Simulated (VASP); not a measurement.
# AlCo (rocksalt type) (Fm-3m) in VASP: further runs

AlCo (rocksalt type) is run at these levels: PBE; tasks: single point.

Program: VASP 6.6.1. These are calculated values, not measurements. Logs are shortened: lines on timing, memory, paths and dates and some standing lists are left out, and cuts for length are marked.

## 1. The cell of the first run

The structure is cubic, space group Fm-3m (No. 225). Conventional cell: a = 4.253 Å, b = 4.253 Å, c = 4.253 Å, α = 90.00°, β = 90.00°, γ = 90.00°. Co (site symmetry m-3m) has 6 Al at 2.13 Å within 2.8 Å. Al (site symmetry m-3m) has 6 Co at 2.13 Å within 2.8 Å.

## 2. Single point, PBE

File INCAR:

```
SYSTEM = AlCo
  PREC = Accurate
  ENCUT = 520
  EDIFF = 1E-6
  ISMEAR = -1
  SIGMA = 0.08
  LREAL = .False.
  LASPH = .True.
  NELM = 100
  ALGO = Normal
  ISIF = 2
  LWAVE = .False.
  LCHARG = .False.
  GGA = PE
  NBANDS = 13
```

File KPOINTS:

```
regular mesh
0
Gamma
  15 15 15
  0 0 0
```

File POSCAR:

```
AlCo
1.0
    0.0000000000      2.1264261800      2.1264261800
    2.1264261800      0.0000000000      2.1264261800
    2.1264261800      2.1264261800      0.0000000000
Co Al
1 1
Direct
    0.0000000000      0.0000000000      0.0000000000
    0.5000000000      0.5000000000      0.5000000000
```

Potentials or basis: VASP PAW PBE potentials, release 64 (Co, Al).

Started as:

```
$ cat potpaw_PBE.64/Co/POTCAR potpaw_PBE.64/Al/POTCAR > POTCAR
$ mpirun -np 1 vasp_std > vasp.out
```

OUTCAR:

```text
SYSTEM = AlCo
   PREC = Accurate
   ENCUT = 520
   EDIFF = 1E-6
   ISMEAR = -1
   LREAL = .False.
   LASPH = .True.
   NELM = 100
   ISIF = 2
   GGA = PE

 ion  position               nearest neighbor table
   1  0.000  0.000  0.000-   2 2.13   2 2.13   2 2.13   2 2.13   2 2.13   2 2.13
   2  0.500  0.500  0.500-   1 2.13   1 2.13   1 2.13   1 2.13   1 2.13   1 2.13

  LATTYP: Found a face centered cubic cell.
 ALAT       =     4.2528523600

  Lattice vectors:

 A1 = (   0.0000000000,   2.1264261800,   2.1264261800)
 A2 = (   2.1264261800,   0.0000000000,   2.1264261800)
 A3 = (   2.1264261800,   2.1264261800,   0.0000000000)

Analysis of symmetry for initial positions (statically):
=====================================================================
 Subroutine PRICEL returns:
 Original cell was already a primitive cell.

 Routine SETGRP: Setting up the symmetry group for a
 face centered cubic supercell.

 Subroutine GETGRP returns: Found 48 space group operations
 (whereof 48 operations were pure point group operations)
 out of a pool of 48 trial point group operations.

The static configuration has the point symmetry O_h .

Analysis of symmetry for dynamics (positions and initial velocities):
=====================================================================
 Subroutine PRICEL returns:
 Original cell was already a primitive cell.

 Routine SETGRP: Setting up the symmetry group for a
 face centered cubic supercell.

 Subroutine GETGRP returns: Found 48 space group operations
 (whereof 48 operations were pure point group operations)
 out of a pool of 48 trial point group operations.

The dynamic configuration has the point symmetry O_h .

 Subroutine INISYM returns: Found 48 space group operations
 (whereof 48 operations are pure point group operations),
 and found     1 'primitive' translations

----------------------------------------------------------------------------------------

                                     Primitive cell

  volume of cell :      19.2301

  direct lattice vectors                    reciprocal lattice vectors
     0.000000000  2.126426180  2.126426180    -0.235136307  0.235136307  0.235136307
     2.126426180  0.000000000  2.126426180     0.235136307 -0.235136307  0.235136307
     2.126426180  2.126426180  0.000000000     0.235136307  0.235136307 -0.235136307

  length of vectors
     3.007220743  3.007220743  3.007220743     0.407268031  0.407268031  0.407268031
[... 88 lines left out ...]
   ISYM   =      2    0-nonsym 1-usesym 2-fastsym
   POTIM  = 0.5000    time-step for ionic-motion
   TEBEG  =    0.0;   TEEND  =   0.0 temperature during run
   PSTRESS=    0.0 pullay stress
   NELECT =      12.0000    total number of electrons
   NUPDOWN=      -1.0000    fix difference up-down
   EMIN   =  10.00;   EMAX   =-10.00  energy-range for DOS
   EFERMI =   0.00;   METHOD = LEGACY
   ISMEAR =    -1;   SIGMA  =   0.08  broadening in eV -4-tet -1-fermi 0-gaus
   EFERMI_NEDOS =   21; number of points for ismear=-14 and -15
   IALGO  =     38    algorithm
   IMIX   =      4    mixing-type and parameters
     AMIX     =   0.40;   BMIX     =  1.00
     AMIX_MAG =   1.60;   BMIX_MAG =  1.00
  volume/ion in A,a.u.               =       9.62        64.89
  Fermi-wavevector in a.u.,A,eV,Ry     =   1.398970  2.643669 26.628178  1.957116
  Thomas-Fermi vector in A             =   2.522075
   LORBIT       =      0    0 simple, 1 ext, 2 COOP (PROOUT), +10 PAW based schemes
   GGA     = PE    functional components
   LHFCALC =     F    Hartree Fock is set to
   AEXX    =    0.0000 exact exchange contribution
   IVDW    =     0    specifies the selected vdW correction
   LEPSILON=     F    determine dielectric tensor
   LRPA    =     F    only Hartree local field effects (RPA)
 non-spin polarized calculation
  energy-cutoff  :      520.00
  volume of cell :       19.23
 maximum number of plane-waves:       534
   NGX = 11   NGY = 11   NGZ = 11

 number of electron      12.0000002 magnetization

 Free energy of the ion-electron system (eV)
  ---------------------------------------------------
  ext. energy  EPLUGINS =         0.00000000
  ---------------------------------------------------
  free energy    TOTEN  =        -8.64797459 eV

  energy without entropy =       -8.63184154  energy(sigma->0) =       -8.63990806

 E-fermi :  13.4241     XC(G=0): -13.1088

 val. band max:       13.4229716390   @ k =  -0.4000   0.3333   0.0667
 cond. band min:      13.4625586703   @ k =  -0.4000   0.4000   0.0000
 fundamental gap:      0.0395870313
 Fermi energy:        13.4241205810

 k-point     1 :       0.0000    0.0000    0.0000
  band No.  band energies     occupation
      1       1.0655      2.00000
      2      10.7297      2.00000
      3      10.7297      2.00000
      4      10.7297      2.00000
      5      11.1103      2.00000
      6      11.1103      2.00000
      7      23.5313      0.00000
      8      23.5313      0.00000
      9      23.5313      0.00000
     10      25.8150      0.00000
     11      26.7020      0.00000
     12      26.7020      0.00000
     13      26.7020      0.00000
[... 354 lines left out ...]
  band No.  band energies     occupation
      1       2.0888      2.00000
      2      10.1920      2.00000
      3      10.6381      2.00000
      4      10.9596      2.00000
      5      11.0847      2.00000
      6      11.3443      2.00000
      7      20.2083      0.00000
      8      21.0350      0.00000
      9      23.4254      0.00000
     10      24.1866      0.00000
     11      25.3921      0.00000
     12      28.7172      0.00000
     13      29.0103      0.00000

 [... further k-points ...]

------------------------ aborting loop because EDIFF is reached ----------------------------------------

  FORCE on cell =-STRESS in cart. coord.  units (eV):
  Direction    XX          YY          ZZ          XY          YZ          ZX
  --------------------------------------------------------------------------------------
  -------------------------------------------------------------------------------------
  Total       10.7635028     10.7635028     10.7635028      0.0000000      0.0000000      0.0000000
  in kB      896.7745686    896.7745686    896.7745686      0.0000000      0.0000000      0.0000000
  external PRESSURE =     896.7745686 kB  Pullay stress =       0.0000000 kB

 VOLUME and BASIS-vectors are now :
 -----------------------------------------------------------------------------
  energy-cutoff  :      520.00
  volume of cell :       19.23
      direct lattice vectors                 reciprocal lattice vectors
     0.000000000  2.126426180  2.126426180    -0.235136307  0.235136307  0.235136307
     2.126426180  0.000000000  2.126426180     0.235136307 -0.235136307  0.235136307
     2.126426180  2.126426180  0.000000000     0.235136307  0.235136307 -0.235136307

 POSITION                                       TOTAL-FORCE (eV/Angst)
 -----------------------------------------------------------------------------------
      0.00000      0.00000      0.00000         0.000000      0.000000     -0.000000
      2.12643      2.12643      2.12643         0.000000      0.000000      0.000000
 -----------------------------------------------------------------------------------
    total drift:                                0.000000     -0.000000     -0.000000

  FREE ENERGIE OF THE ION-ELECTRON SYSTEM (eV)
  ---------------------------------------------------
  free  energy   TOTEN  =        -8.6479745902 eV

  energy  without entropy=       -8.6318415362  energy(sigma->0) =       -8.63990806
```

OSZICAR:

```text
N       E                     dE             d eps       ncg     rms          rms(c)
DAV:   1     0.444470218153E+02    0.44447E+02   -0.53928E+03  3136   0.103E+03
DAV:   2    -0.734256571530E+01   -0.51790E+02   -0.47506E+02  3440   0.184E+02
DAV:   3    -0.916822060064E+01   -0.18257E+01   -0.18095E+01  3743   0.392E+01
DAV:   4    -0.919618035452E+01   -0.27960E-01   -0.27951E-01  3775   0.443E+00
DAV:   5    -0.919707636428E+01   -0.89601E-03   -0.89599E-03  3782   0.824E-01    0.107E+01
DAV:   6    -0.942881592427E+01   -0.23174E+00   -0.11994E+01  3705   0.483E+01    0.622E+00
DAV:   7    -0.867767753984E+01    0.75114E+00   -0.45594E+00  3770   0.311E+01    0.301E+00
DAV:   8    -0.864934103006E+01    0.28337E-01   -0.44074E-02  3992   0.168E+00    0.605E-01
DAV:   9    -0.864801508839E+01    0.13259E-02   -0.67707E-03  4675   0.949E-01    0.201E-01
DAV:  10    -0.864797632822E+01    0.38760E-04   -0.45578E-04  4761   0.243E-01    0.455E-02
DAV:  11    -0.864797413039E+01    0.21978E-05   -0.21610E-05  4237   0.538E-02    0.955E-03
DAV:  12    -0.864797459017E+01   -0.45978E-06   -0.44507E-07  2045   0.702E-03
   1 F= -.86479746E+01 E0= -.86399081E+01  d E =-.161331E-01
```

It took 25 s on 1 thread of Intel Xeon Platinum 8375C at 2.90GHz (Ice Lake), shared host; peak memory 0.16 GiB.

Results:

* Free energy: -8.6480 eV
* Pressure: 89.7 GPa
* Band gap on the k mesh: zero (band 6 reaches 13.56 eV, above the bottom of band 7 at 13.42 eV)

Levels at points of the mesh, in eV from the Fermi level:
```csv
k point,band 4,band 5,band 6,band 7,band 8,band 9
"(0.00, 0.00, 0.00)",-2.69,-2.31,-2.31,10.11,10.11,10.11
```

## 3. Single point, PBE

File INCAR:

```
SYSTEM = AlCo
  ALGO = Normal
  EDIFF = 1E-6
  ENCUT = 520
  GGA = PE
  ISIF = 2
  ISMEAR = -1
  LASPH = .TRUE.
  LCHARG = .TRUE.
  LELF = .TRUE.
  LREAL = .FALSE.
  LVHAR = .TRUE.
  LWAVE = .FALSE.
  NBANDS = 13
  NELM = 60
  PREC = Accurate
  SIGMA = 0.08
```

File KPOINTS:

```
k-points
0
G
  15 15 15
  0 0 0
```

File POSCAR:

```
AlCo
1.0
    0.0000000000      2.1260053543      2.1260053543
    2.1260053543      0.0000000000      2.1260053543
    2.1260053543      2.1260053543      0.0000000000
Co Al
1 1
Direct
    0.0000000000      0.0000000000      0.0000000000
    0.5000000000      0.5000000000      0.5000000000
```

Potentials or basis: VASP PAW PBE potentials, release 64 (Co, Al).

Started as:

```
$ cat potpaw_PBE.64/Co/POTCAR potpaw_PBE.64/Al/POTCAR > POTCAR
$ mpirun -np 1 vasp_std > vasp.out
```

Wall time 19 s (1 thread of Intel Xeon Platinum 8375C at 2.90GHz (Ice Lake), shared host); peak memory 0.16 GiB.

The run converged. Its results:

```
Free energy            : -8.6416 eV
Pressure               : 89.9 GPa
Band gap on the k mesh : zero (band 6 reaches 13.57 eV, above the bottom of band 7 at 13.43 eV)
```

Levels at points of the mesh, in eV from the Fermi level:
```csv
k point,band 2,band 3,band 4,band 5,band 6,band 7,band 8,band 9,band 10,band 11
"(0.00, 0.00, 0.00)",-2.70,-2.70,-2.70,-2.32,-2.32,10.11,10.11,10.11,12.39,13.28
```
